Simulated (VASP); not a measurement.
Ti: relaxation of cell and atoms with BLYP

The system is Ti.

```
Ti
1.0
     2.95000    0.00000    0.00000
    -1.47500    2.55477    0.00000
     0.00000    0.00000    4.68600
Ti
2
Direct
  0.33333 0.66667 0.25000
  0.66667 0.33333 0.75000
```

- Program: VASP 6.6.1
- Task: relaxation of cell and atoms
- Functional: BLYP
- Potentials or basis: VASP PAW PBE potentials, release 64 (Ti_sv)
- Cutoff: 600 eV
- k mesh: 12 × 12 × 7
- Occupations: fermi-dirac, width 0.05 eV
- Spin: collinear spin
- Starting moments: [1.0, 1.0] μB
- Dipole correction: no
- Further INCAR settings: ALGO = Normal; EDIFF = 1e-06; IBRION = 2; EDIFFG = -0.01; NSW = 80; ISIF = 3

```json
{"Relaxed volume": "17.79 Å³/atom", "Relaxed cell": "a = 2.959 Å, b = 2.959 Å, c = 4.691 Å, α = 90.00°, β = 90.00°, γ = 120.00°", "Space group after relaxing (to 0.1 Å)": "P6_3/mmc (No. 194)", "Energy gained by relaxing": "0.4 meV/atom", "Ionic steps": "8", "Pressure after relaxing": "0.0 GPa", "Band gap on the k mesh": "zero (filled and empty bands overlap)", "Net moment": "0.00 μB per cell", "Valence electrons inside the program's atomic spheres": "Ti 10.28"}
```

Stress tensor (GPa, compression positive):
```
 0.04  0.00  0.00
 0.00  0.04  0.00
 0.00  0.00 -0.08
```

The path:
| step | energy change (eV) | largest force (eV/Å) | pressure (GPa) | volume (Å³) |
| --- | --- | --- | --- | --- |
| 1 | 0.0000 | 0.0000 | 0.80 | 35.32 |
| 2 | -0.0005 | 0.0000 | -0.56 | 35.77 |
| 3 | -0.0007 | 0.0000 | -0.04 | 35.60 |
| 4 | -0.0007 | 0.0000 | -0.04 | 35.59 |
| 5 | -0.0005 | 0.0000 | 0.39 | 35.46 |
| 6 | -0.0007 | 0.0000 | -0.03 | 35.59 |
| 7 | -0.0007 | 0.0000 | 0.00 | 35.58 |
| 8 | -0.0008 | 0.0000 | 0.00 | 35.58 |

Final structure:
```
Ti
1.0
     2.95945    0.00000    0.00000
    -1.47972    2.56296    0.00000
     0.00000    0.00000    4.69109
Ti
2
Cartesian
  0.0000 1.7086 1.1728
  1.4797 0.8543 3.5183
```

Levels at points of the mesh, in eV from the Fermi level:
Spin up:
| k point | band 9 | band 10 | band 11 | band 12 | band 13 | band 14 | band 15 | band 16 |
| --- | --- | --- | --- | --- | --- | --- | --- | --- |
| (0.00, 0.00, 0.00) | -5.95 | -2.59 | 0.70 | 0.70 | 0.79 | 0.91 | 1.17 | 1.17 |
| (0.50, 0.00, 0.00) | -2.25 | -2.07 | -1.76 | -0.52 | 0.43 | 0.60 | 1.11 | 3.15 |
Spin down:
```
           k point  band 9  band 10  band 11  band 12  band 13  band 14  band 15  band 16
(0.00, 0.00, 0.00)   -5.95    -2.59     0.70     0.70     0.79     0.91     1.17     1.17
(0.50, 0.00, 0.00)   -2.25    -2.07    -1.76    -0.52     0.43     0.60     1.11     3.15
```

It took 3.1 min on 1 thread of Intel(R) Xeon(R) 6975P-C (Granite Rapids), on a shared host, peak memory 0.23 GiB.

Caveat: the PAW data sets were made with another functional, which shifts forces and pressure a little. BLYP gives volumes clearly too large for solids.
